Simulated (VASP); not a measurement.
Wanted: the native input for a VASP 6.6.1 run.

- Task: relaxation of cell and atoms
- Functional: r2SCAN
- Potentials or basis: VASP PAW PBE potentials, release 64 (Mg_sv, O)
- Cutoff: 750 eV
- k mesh: 8 × 8 × 8
- Occupations: gaussian, width 0.02 eV
- Spin: no spin polarisation
- Dipole correction: no
- Mended: yes
- Further INCAR settings: ALGO = Normal; EDIFF = 1e-07; IBRION = 2; EDIFFG = -0.002; NSW = 100; ISIF = 3

MgO:

```
Mg O
1.0
     0.00000    2.12450    2.12450
     2.12450    0.00000    2.12450
     2.12450    2.12450    0.00000
Mg O
1 1
Direct
  0.00000 0.00000 0.00000
  0.50000 0.50000 0.50000
```

One way to write it, as run:

POSCAR

```
MgO
1.0
    0.0000000000      2.1245000000      2.1245000000
    2.1245000000      0.0000000000      2.1245000000
    2.1245000000      2.1245000000      0.0000000000
Mg O
1 1
Direct
    0.0000000000      0.0000000000      0.0000000000
    0.5000000000      0.5000000000      0.5000000000
```

INCAR.step1

```
ALGO = Normal
EDIFF = 1E-5
EDIFFG = -0.005
ENCUT = 750
GGA = PE
GGA_COMPAT = False
IBRION = 2
ISIF = 3
ISMEAR = 0
LASPH = True
LCHARG = False
LREAL = False
LWAVE = True
NELM = 120
NELMIN = 4
NSW = 100
PREC = Accurate
SIGMA = 0.02
```

INCAR.step2

```
ALGO = Normal
EDIFF = 1E-7
EDIFFG = -0.002
ENCUT = 750
GGA_COMPAT = False
IBRION = 2
ISIF = 3
ISMEAR = 0
ISTART = 1
LASPH = True
LCHARG = False
LMIXTAU = True
LREAL = False
LWAVE = False
METAGGA = R2SCAN
NELM = 120
NELMIN = 4
NSW = 100
PREC = Accurate
SIGMA = 0.02
```

KPOINTS

```
k-points
0
Gamma
  8 8 8
```

Potentials or basis: VASP PAW PBE potentials, release 64 (Mg_sv, O).

Launch:

```console
$ cat potpaw_PBE.64/Mg_sv/POTCAR potpaw_PBE.64/O/POTCAR > POTCAR
$ cp INCAR.step1 INCAR
$ mpirun -np 1 vasp_std > vasp.out
$ cp INCAR.step2 INCAR
$ mpirun -np 1 vasp_std > vasp.out
```

It gave:

```
Relaxed volume                        : 9.29 Å³/atom
Relaxed cell                          : a = 2.973 Å, b = 2.973 Å, c = 2.973 Å, α = 60.00°, β = 60.00°, γ = 60.00°
Space group after relaxing (to 0.1 Å) : Fm-3m (No. 225)
Energy gained by relaxing             : 4.4 meV/atom
Ionic steps                           : 4
Pressure after relaxing               : 0.0 GPa
Band gap on the k mesh                : 5.70 eV
```

Caveat: the PAW data sets were made with another functional, which shifts forces and pressure a little.

It took 2.2 min on 1 thread of Intel(R) Xeon(R) Platinum 8488C (Sapphire Rapids) (shared host), peak memory 0.17 GiB.
